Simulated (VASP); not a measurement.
Set up this calculation in VASP 6.6.1, as the native input.

- Task: single point
- Functional: PBEsol
- Potentials or basis: VASP PAW PBE potentials, release 64 (Rh_pv)
- Cutoff: 520 eV
- k mesh: 11 × 11 × 3
- Occupations: fermi-dirac, width 0.1 eV
- Spin: no spin polarisation
- Dipole correction: no
- Further INCAR settings: ALGO = Normal; EDIFF = 1e-07; NBANDS = 38

The structure of Rh lies in POSCAR:

```
Rh
1.0
    2.6917400000      0.0000000000      0.0000000000
   -1.3458700000      2.3311200000      0.0000000000
    0.0000000000      0.0000000000      8.7980700000
Rh
4
Direct
    0.0000000000      0.0000000000      0.0000000000
    0.3333333333      0.6666666667      0.2500000000
    0.0000000000      0.0000000000      0.5000000000
    0.6666666667      0.3333333333      0.7500000000
```

These files were run (other wordings do the same):

INCAR

```
ALGO = Normal
EDIFF = 1E-7
ENCUT = 520
GGA = PS
ISIF = 2
ISMEAR = -1
LASPH = True
LCHARG = False
LREAL = False
LWAVE = False
NBANDS = 38
NELM = 60
PREC = Accurate
SIGMA = 0.1
```

KPOINTS

```
k-points
0
Gamma
  11 11 3
```

Potentials or basis: VASP PAW PBE potentials, release 64 (Rh_pv).

The run is started by

```bash
$ cat potpaw_PBE.64/Rh_pv/POTCAR > POTCAR
$ mpirun -np 1 vasp_std > vasp.out
```

It gave:

The pressure is -5.3 GPa and the band gap on the k mesh is zero (band 30 reaches 12.33 eV, above the bottom of band 31 at 10.70 eV).

Caveat: the PAW data sets were made with another functional, which shifts forces and pressure a little.

Wall time 30 s on 1 thread of Intel(R) Xeon(R) 6975P-C (Granite Rapids), with other jobs on the host, peak memory 0.19 GiB.
